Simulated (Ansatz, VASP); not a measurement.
# One calculation of Si2W, two programs

File INCAR:

```
ALGO = Normal
EDIFF = 1E-6
EDIFFG = -0.01
ENCUT = 600
GGA = PE
IBRION = 2
ISIF = 3
ISMEAR = 0
LASPH = T
LCHARG = F
LREAL = F
LWAVE = F
NELM = 100
NSW = 100
PREC = Accurate
SIGMA = 0.1
```

File KPOINTS:

```
k-points
0
Gamma
  18 18 18
```

The input POSCAR:

```
Si2W
1.0
   -1.6069000000      1.6069000000      3.9149500000
    1.6069000000     -1.6069000000      3.9149500000
    1.6069000000      1.6069000000     -3.9149500000
Si W
2 1
Direct
    0.3347000000      0.3347000000      0.0000000000
    0.6653000000      0.6653000000      0.0000000000
    0.0000000000      0.0000000000      0.0000000000
```

Input for Ansatz:

```yaml
crystal:
  lattice:
    - [-1.6069, 1.6069, 3.91495]
    - [1.6069, -1.6069, 3.91495]
    - [1.6069, 1.6069, -3.91495]
  atoms:
    - { symbol: Si, position: [0.3347, 0.3347, 0.0] }
    - { symbol: Si, position: [0.6653, 0.6653, 0.0] }
    - { symbol: W, position: [0.0, 0.0, 0.0] }
basis:
  ecutwfc: 420
kpoints:
  mp_grid: { grid: [18, 18, 18] }
hamiltonian:
  xc: pbe
scf:
  occupations: { method: gaussian, width: 0.1 }
output:
  forces: true
  stress: true
  eigenvalues: true
  write_density: true
  write_potential: true
  elf: true
  volumetric_format: npy
relax:
  adjacent_minimum: "off"
  f_tol: 0.005
  max_steps: 80
  cell: { stress_tol: 0.05 }
```

Alike in both runs: task relaxation of cell and atoms; functional PBE; k mesh 18 × 18 × 18; occupations gaussian, width 0.1 eV; no spin polarisation.

|  | VASP | Ansatz |
| --- | --- | --- |
| version | VASP 6.6.1 | Ansatz 0.2.0 |
| potentials or method | VASP PAW PBE potentials, release 64 (Si, W_sv), cutoff 600 eV | scalar-relativistic, plane waves, PAW |
| valence electrons in the cell | 22 | 22 |

VASP gave:

```
gap on the k mesh at the Fermi level, each at its own relaxed structure (eV)  : none
relaxed volume (Å³/atom)                                                      : 13.68
relaxed length of the cell vector where the two differ most in proportion (Å) : 4.548
```

**Question.** Estimate Ansatz's values.

**Answer.** gap on the k mesh at the Fermi level, each at its own relaxed structure (eV): none; relaxed volume (Å³/atom): 13.67; relaxed length of the cell vector where the two differ most in proportion (Å): 4.548.

A gap of «none» marks a metal or a gap that the smearing closes.

Neither program's run includes spin-orbit coupling.
